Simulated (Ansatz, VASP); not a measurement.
TaAs: VASP beside Ansatz

```
Ta As
1.0
    -1.71479    1.71479    5.79075
     1.71479   -1.71479    5.79075
     1.71479    1.71479   -5.79075
Ta As
2 2
Direct
  0.50031 0.00031 0.50000
  0.75031 0.75031 0.00000
  0.08229 0.58229 0.50000
  0.33229 0.33229 0.00000
```

Alike in both runs: functional PBEsol; k mesh 18 × 18 × 18; occupations fermi-dirac, width 0.15 eV; no spin polarisation.

Ansatz relaxed the structure, and its values are those at the end. VASP's run is a single point on that final structure, the one shown.

|  | VASP | Ansatz |
| --- | --- | --- |
| version | VASP 6.6.1 | Ansatz 0.2.0 |
| potentials or method | VASP PAW PBE potentials, release 64 (Ta_pv, As), cutoff 520 eV | scalar-relativistic, plane waves, PAW |
| valence electrons in the cell | 32 | 56 |

|  | VASP | Ansatz | Ansatz less VASP |
| --- | --- | --- | --- |
| gap on the k mesh at the Fermi level (eV) | none | none | - |
| pressure (GPa) | 0.7 | 0.0 | -0.67 |

VASP's potentials were made for PBE, not for PBEsol. A gap of «none» marks a metal or a gap that the smearing closes. VASP's potentials hold 32 valence electrons a cell and Ansatz's 56, so a difference there can come from the potentials and not from the codes.

Neither program's run includes spin-orbit coupling.
